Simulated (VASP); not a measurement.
# MnB6 (P6/m) in VASP: a series of runs

The runs below take MnB6 through single point, relaxation of cell and atoms, with PBE.

All numbers are computed with VASP 6.6.1; they aren't measurements. Logs are shortened: lines on timing, memory, paths and dates and some standing lists are left out, and cuts for length are marked.

### Step 1. The cell of the first run

Symmetry: P6/m, No. 175, hexagonal system. The conventional cell has a = 4.607 Å, b = 4.607 Å, c = 2.734 Å, α = 90.00°, β = 90.00°, γ = 120.00°. Mn (site symmetry 6/m) has 12 B at 2.19 Å and 2 Mn at 2.73 Å within 2.9 Å. Within 2.3 Å of B (site symmetry m) lie 5 B at 1.71 to 1.83 Å and 2 Mn at 2.19 Å.

The cell was generated, and may not be a known phase.

### Step 2. Single point, PBE, collinear spin, ferromagnetic start

Contents of INCAR:

```
PREC = Accurate
ENCUT = 520
EDIFF = 1E-6
ISMEAR = 0
SIGMA = 0.2
LREAL = F
LASPH = T
NELM = 150
ALGO = Normal
ISIF = 2
LWAVE = F
LCHARG = T
ISPIN = 2
MAGMOM = 4 0 0 0 0 0 0
LORBIT = 11
LMAXMIX = 4
GGA = PE
LELF = T
LVHAR = T
NBANDS = 28
```

Contents of KPOINTS:

```
regular mesh
0
Gamma
  4 4 5
```

Contents of POSCAR:

```
MnB6
1.0
    4.6072749150      0.0000000000      0.0000000000
   -2.3036374575      3.9900171186      0.0000000000
    0.0000000000      0.0000000000      2.7337099045
Mn B
1 6
Direct
    0.0000000000      0.0000000000      0.0000000000
    0.8513591782      0.5773675435      0.5000000000
    0.4226324565      0.2739916347      0.5000000000
    0.7260083653      0.1486408218      0.5000000000
    0.1486408218      0.4226324565      0.5000000000
    0.5773675435      0.7260083653      0.5000000000
    0.2739916347      0.8513591782      0.5000000000
```

Potentials or basis: VASP PAW PBE potentials, release 64 (Mn_pv, B).

On the command line:

```sh
cat potpaw_PBE.64/Mn_pv/POTCAR potpaw_PBE.64/B/POTCAR > POTCAR
mpirun -np 1 vasp_std > vasp.out
```

OUTCAR:

```text
PREC = Accurate
   ENCUT = 520
   EDIFF = 1E-6
   ISMEAR = 0
   LREAL = F
   LASPH = T
   NELM = 150
   ISIF = 2
   ISPIN = 2
   LORBIT = 11
   GGA = PE

 ion  position               nearest neighbor table
   1  0.000  0.000  0.000-   2 2.19   5 2.19   2 2.19   5 2.19   3 2.19   3 2.19   6 2.19   6 2.19
                             4 2.19   4 2.19   7 2.19   7 2.19
   2  0.851  0.577  0.500-   7 1.71   6 1.71   4 1.76   3 1.76   5 1.83   1 2.19   1 2.19
   3  0.423  0.274  0.500-   7 1.71   5 1.71   2 1.76   4 1.76   6 1.83   1 2.19   1 2.19
   4  0.726  0.149  0.500-   6 1.71   5 1.71   2 1.76   3 1.76   7 1.83   1 2.19   1 2.19
   5  0.149  0.423  0.500-   4 1.71   3 1.71   7 1.76   6 1.76   2 1.83   1 2.19   1 2.19
   6  0.577  0.726  0.500-   4 1.71   2 1.71   5 1.76   7 1.76   3 1.83   1 2.19   1 2.19
   7  0.274  0.851  0.500-   3 1.71   2 1.71   5 1.76   6 1.76   4 1.83   1 2.19   1 2.19

  LATTYP: Found a hexagonal cell.
 ALAT       =     4.6072749150
 C/A-ratio  =     0.5933463826

  Lattice vectors:

 A1 = (   4.6072749150,   0.0000000000,   0.0000000000)
 A2 = (  -2.3036374575,   3.9900171186,   0.0000000000)
 A3 = (   0.0000000000,   0.0000000000,   2.7337099045)

Analysis of symmetry for initial positions (statically):
=====================================================================
 Subroutine PRICEL returns:
 Original cell was already a primitive cell.

 Routine SETGRP: Setting up the symmetry group for a
 hexagonal supercell.

 Subroutine GETGRP returns: Found 12 space group operations
 (whereof 12 operations were pure point group operations)
 out of a pool of 24 trial point group operations.

The static configuration has the point symmetry C_6h.

Analysis of symmetry for dynamics (positions and initial velocities):
=====================================================================
 Subroutine PRICEL returns:
 Original cell was already a primitive cell.

 Routine SETGRP: Setting up the symmetry group for a
 hexagonal supercell.

 Subroutine GETGRP returns: Found 12 space group operations
 (whereof 12 operations were pure point group operations)
 out of a pool of 24 trial point group operations.

The dynamic configuration has the point symmetry C_6h.

Analysis of structural, dynamic, and magnetic symmetry:
=====================================================================
 Subroutine PRICEL returns:
 Original cell was already a primitive cell.

 Routine SETGRP: Setting up the symmetry group for a
 hexagonal supercell.

 Subroutine GETGRP returns: Found 12 space group operations
 (whereof 12 operations were pure point group operations)
 out of a pool of 24 trial point group operations.

The overall configuration has the point symmetry C_6h.

 Subroutine INISYM returns: Found 12 space group operations
 (whereof 12 operations are pure point group operations),
 and found     1 'primitive' translations

----------------------------------------------------------------------------------------

                                     Primitive cell

  volume of cell :      50.2541

  direct lattice vectors                    reciprocal lattice vectors
     4.607274915  0.000000000  0.000000000     0.217048042  0.125312746  0.000000000
    -2.303637457  3.990017119  0.000000000     0.000000000  0.250625491  0.000000000
     0.000000000  0.000000000  2.733709904     0.000000000  0.000000000  0.365803262

  length of vectors
     4.607274915  4.607274915  2.733709904     0.250625491  0.250625491  0.365803262

  position of ions in fractional coordinates (direct lattice)
     0.000000000  0.000000000  0.000000000
     0.851359178  0.577367544  0.500000000
     0.422632456  0.273991635  0.500000000
     0.726008365  0.148640822  0.500000000
     0.148640822  0.422632456  0.500000000
     0.577367544  0.726008365  0.500000000
     0.273991635  0.851359178  0.500000000

  ion indices of the primitive-cell ions
   primitive index   ion index
                 1           1
                 2           2
                 3           3
                 4           4
[... 44 lines left out ...]
   k-points           NKPTS =     12   k-points in BZ     NKDIM =     12   number of bands    NBANDS=     28
   number of dos      NEDOS =    301   number of ions     NIONS =      7
   total plane-waves  NPLWV =  25920
   dimension x,y,z NGX =    36 NGY =   36 NGZ =   20
   dimension x,y,z NGXF=    72 NGYF=   72 NGZF=   40
   ions per type =               1   6
   NGX,Y,Z   is equivalent  to a cutoff of  12.99, 12.99, 12.16 a.u.
   NGXF,Y,Z  is equivalent  to a cutoff of  25.98, 25.98, 24.33 a.u.
 SYSTEM =  unknown system
   PREC   = accura    normal or accurate (medium, high low for compatibility)
   ISTART =      0    job   : 0-new  1-cont  2-samecut
   ICHARG =      2    charge: 1-file 2-atom 10-const
   ISPIN  =      2    spin polarized calculation?
   LNONCOLLINEAR =      F non collinear calculations
   LSORBIT =      F    spin-orbit coupling
   LASPH  =      T    aspherical Exc in radial PAW
   ENCUT  =  520.0 eV  38.22 Ry    6.18 a.u.   8.57  8.57  5.08*2*pi/ulx,y,z
   NELM   =    150;   NELMIN=  2; NELMDL= -5     # of ELM steps
   EDIFF  = 0.1E-05   stopping-criterion for ELM
   LREAL  =      F    real-space projection
   EDIFFG = 0.1E-04   stopping-criterion for IOM
   NSW    =      0    number of steps for IOM
   IBRION =     -1    ionic relax: 0-MD 1-quasi-New 2-CG
   NFREE  =      0    steps in history (QN), initial steepest desc. (CG)
   ISIF   =      2    stress and relaxation
   ISYM   =      2    0-nonsym 1-usesym 2-fastsym
   POTIM  = 0.5000    time-step for ionic-motion
   TEBEG  =    0.0;   TEEND  =   0.0 temperature during run
   PSTRESS=    0.0 pullay stress
   NELECT =      31.0000    total number of electrons
   NUPDOWN=      -1.0000    fix difference up-down
   EMIN   =  10.00;   EMAX   =-10.00  energy-range for DOS
   EFERMI =   0.00;   METHOD = LEGACY
   ISMEAR =     0;   SIGMA  =   0.20  broadening in eV -4-tet -1-fermi 0-gaus
   EFERMI_NEDOS =   21; number of points for ismear=-14 and -15
   IALGO  =     38    algorithm
   IMIX   =      4    mixing-type and parameters
     AMIX     =   0.40;   BMIX     =  1.00
     AMIX_MAG =   1.60;   BMIX_MAG =  1.00
  volume/ion in A,a.u.               =       7.18        48.45
  Fermi-wavevector in a.u.,A,eV,Ry     =   1.393600  2.633523 26.424179  1.942122
  Thomas-Fermi vector in A             =   2.517231
   LORBIT       =     11    0 simple, 1 ext, 2 COOP (PROOUT), +10 PAW based schemes
   GGA     = PE    functional components
   LHFCALC =     F    Hartree Fock is set to
   AEXX    =    0.0000 exact exchange contribution
   IVDW    =     0    specifies the selected vdW correction
   LEPSILON=     F    determine dielectric tensor
   LRPA    =     F    only Hartree local field effects (RPA)
 spin polarized calculation
 Gauss-broadening in eV      SIGMA  =   0.20
  energy-cutoff  :      520.00
  volume of cell :       50.25
 maximum number of plane-waves:      1372
 NGX is ok and might be reduce to    36
   NGX = 17   NGY = 17   NGZ = 11

 number of electron      31.0000018 magnetization       0.0524745

 number of electron      31.0000018 magnetization      -0.0002136

 Free energy of the ion-electron system (eV)
  ---------------------------------------------------
  ext. energy  EPLUGINS =         0.00000000
  ---------------------------------------------------
  free energy    TOTEN  =       -48.55672277 eV

  energy without entropy =      -48.51956445  energy(sigma->0) =      -48.53814361

 E-fermi :   8.5755     XC(G=0): -12.5512

 val. band max:        8.5421402733   @ k =   0.2500   0.2500   0.2000
 cond. band min:       8.8098772292   @ k =   0.5000   0.0000   0.4000
 fundamental gap:      0.2677369559
 Fermi energy:         8.5754808741

 spin component 1

 k-point     1 :       0.0000    0.0000    0.0000
  band No.  band energies     occupation
      1     -39.9134      1.00000
      2     -39.4193      1.00000
      3     -39.4193      1.00000
      4      -7.6483      1.00000
      5      -1.8186      1.00000
      6      -1.8186      1.00000
[... 349 lines left out ...]
     26      19.2521      0.00000
     27      19.9649      0.00000
 Fermi energy:         8.5754808741

 spin component 2

 k-point     1 :       0.0000    0.0000    0.0000
  band No.  band energies     occupation
      1     -39.9139      1.00000
      2     -39.4197      1.00000
      3     -39.4197      1.00000
      4      -7.6483      1.00000
      5      -1.8186      1.00000
      6      -1.8186      1.00000
[... 349 lines left out ...]
     26      19.2521      0.00000
     27      19.9649      0.00000
 [bands above 27 left out]

------------------------ aborting loop because EDIFF is reached ----------------------------------------

  FORCE on cell =-STRESS in cart. coord.  units (eV):
  Direction    XX          YY          ZZ          XY          YZ          ZX
  --------------------------------------------------------------------------------------
  -------------------------------------------------------------------------------------
  Total       -0.0102118     -0.0102118      0.0123569      0.0000003     -0.0000000     -0.0000000
  in kB       -0.3255683     -0.3255683      0.3939585      0.0000109     -0.0000000     -0.0000000
  external PRESSURE =      -0.0857260 kB  Pullay stress =       0.0000000 kB

 VOLUME and BASIS-vectors are now :
 -----------------------------------------------------------------------------
  energy-cutoff  :      520.00
  volume of cell :       50.25
      direct lattice vectors                 reciprocal lattice vectors
     4.607274915  0.000000000  0.000000000     0.217048042  0.125312746  0.000000000
    -2.303637457  3.990017119  0.000000000     0.000000000  0.250625491  0.000000000
     0.000000000  0.000000000  2.733709904     0.000000000  0.000000000  0.365803262

 POSITION                                       TOTAL-FORCE (eV/Angst)
 -----------------------------------------------------------------------------------
      0.00000      0.00000      0.00000        -0.000000      0.000000     -0.000000
      2.59240      2.30371      1.36685         0.044102     -0.010569     -0.000000
      1.31601      1.09323      1.36685        -0.012898      0.043478     -0.000000
      3.00251      0.59308      1.36685        -0.031204     -0.032909      0.000000
     -0.28876      1.68631      1.36685        -0.044102      0.010569      0.000000
      0.98763      2.89679      1.36685         0.012898     -0.043478      0.000000
     -0.69887      3.39694      1.36685         0.031204      0.032909      0.000000
 -----------------------------------------------------------------------------------
    total drift:                                0.000000      0.000000      0.000000

  FREE ENERGIE OF THE ION-ELECTRON SYSTEM (eV)
  ---------------------------------------------------
  free  energy   TOTEN  =       -48.5567227718 eV

  energy  without entropy=      -48.5195644549  energy(sigma->0) =      -48.53814361

 total charge

# of ion       s       p       d       tot
------------------------------------------
    1        0.335   6.456   5.420  12.211
    2        0.670   1.338   0.000   2.008
    3        0.670   1.338   0.000   2.008
    4        0.670   1.338   0.000   2.008
    5        0.670   1.338   0.000   2.008
    6        0.670   1.338   0.000   2.008
    7        0.670   1.338   0.000   2.008
--------------------------------------------------
tot          4.352  14.484   5.420  24.257

 magnetization (x)

# of ion       s       p       d       tot
------------------------------------------
    1       -0.000  -0.000  -0.000  -0.000
    2        0.000   0.000   0.000   0.000
    3        0.000   0.000   0.000   0.000
    4        0.000   0.000   0.000   0.000
    5        0.000   0.000   0.000   0.000
    6        0.000   0.000   0.000   0.000
    7        0.000   0.000   0.000   0.000
--------------------------------------------------
tot          0.000   0.000  -0.000   0.000
```

It took 47 s on 1 thread of Intel Xeon 8259CL, shared host; peak memory 0.19 GiB.

What came out:

```
Free energy                                           : -48.5567 eV
Pressure                                              : 0.0 GPa
Largest force                                         : 0.045 eV/Å
Net moment                                            : 0.00 μB per cell
Valence electrons inside the program's atomic spheres : Mn 12.21; B 2.01
```

Forces on the atoms (eV/Å):
```
Mn   0.000  0.000  0.000
B    0.044 -0.011  0.000
B   -0.013  0.043  0.000
B   -0.031 -0.033  0.000
B   -0.044  0.011  0.000
B    0.013 -0.043  0.000
B    0.031  0.033  0.000
```

Levels at points of the mesh, in eV from the Fermi level:
Spin up:
```tsv
k point	band 14	band 15	band 16	band 17	band 18	band 19
(0.00, 0.00, 0.00)	-1.60	-0.79	-0.79	4.33	5.75	5.83
(0.50, 0.00, 0.00)	-1.75	-0.74	0.75	2.12	2.37	3.65
```
Spin down:
```csv
k point,band 12,band 13,band 14,band 15,band 16,band 17,band 18,band 19,band 20,band 21
"(0.00, 0.00, 0.00)",-1.78,-1.60,-1.60,-0.79,-0.79,4.33,5.75,5.83,5.83,6.75
"(0.50, 0.00, 0.00)",-2.59,-2.59,-1.75,-0.74,0.75,2.12,2.37,3.65,4.18,5.16
```

Caveat: the k points lie up to 0.46 Å⁻¹ apart; the moments typed at the start vanished in this run.

### Step 3. Relaxation of cell and atoms, PBE

Contents of INCAR:

```
PREC = Accurate ; ENCUT = 600
EDIFF = 1E-6 ; ISMEAR = 0
SIGMA = 0.1 ; LREAL = F
LASPH = T ; NELM = 80
ALGO = Normal ; ISIF = 3
LWAVE = F ; LCHARG = F
GGA = PE ; IBRION = 2
NSW = 100 ; EDIFFG = -0.01
```

Contents of KPOINTS:

```
Automatic mesh
0
Gamma
  12 12 12
```

POSCAR is that of step 2.

Potentials or basis: VASP PAW PBE potentials, release 64 (Mn_pv, B).

On the command line:

```sh
cat potpaw_PBE.64/Mn_pv/POTCAR potpaw_PBE.64/B/POTCAR > POTCAR
mpirun -np 1 vasp_std > vasp.out
```

It took 17 min on 1 thread of Intel Xeon 8259CL, shared host; peak memory 0.34 GiB.

The run converged. Its results:

```
Free energy                           : -48.5268 eV
Relaxed volume                        : 7.19 Å³/atom
Relaxed cell                          : a = 4.603 Å, b = 4.603 Å, c = 2.743 Å, α = 90.00°, β = 90.00°, γ = 120.00°
Space group after relaxing (to 0.1 Å) : P6/m (No. 175)
Energy gained by relaxing             : 0.1 meV/atom
Ionic steps                           : 5
Pressure after relaxing               : 0.0 GPa
Band gap on the k mesh                : zero (an odd number of electrons rules out a gap without spin polarisation)
```

Forces in eV/Å, atoms in the order of the input:
```
Mn   0.000  0.000  0.000
B   -0.002 -0.001  0.000
B    0.002 -0.002  0.000
B    0.001  0.002  0.000
B    0.002  0.001  0.000
B   -0.002  0.002  0.000
B   -0.001 -0.002  0.000
```

The path:
```csv
step,energy change (eV),largest force (eV/Å),pressure (GPa),volume (Å³)
1,0.0000,0.0371,0.05,50.25
2,-0.0005,0.0182,0.10,50.27
3,-0.0006,0.0289,0.22,50.28
4,-0.0007,0.0188,-0.13,50.37
5,-0.0008,0.0026,0.00,50.34
```

Final structure:
```
Mn B
1.0
     4.60329    0.00000    0.00000
    -2.30164    3.98656    0.00000
     0.00000    0.00000    2.74289
Mn B
1 6
Direct
  0.00000 0.00000 0.00000
  0.85222 0.57768 0.50000
  0.42232 0.27455 0.50000
  0.72545 0.14778 0.50000
  0.14778 0.42232 0.50000
  0.57768 0.72545 0.50000
  0.27455 0.85222 0.50000
```

Levels at points of the mesh, in eV from the Fermi level:
```
           k point  band 14  band 15  band 16  band 17  band 18  band 19
(0.00, 0.00, 0.00)    -1.71    -0.87    -0.87     4.28     5.63     5.64
(0.50, 0.00, 0.00)    -1.86    -0.82     0.57     1.99     2.27     3.57
(0.00, 0.00, 0.50)    -1.07    -1.07    -0.65     0.30     1.78     1.78
(0.50, 0.00, 0.50)    -3.01    -1.88     0.07     0.47     1.62     1.74
```

Caveat: the run has no spin polarisation, though such a crystal can be magnetic. Spin polarisation is off, so any magnetic state and its effect on volume and gap are missing.

The gap in the log of VASP goes by the Fermi energy; the results here count the filled bands.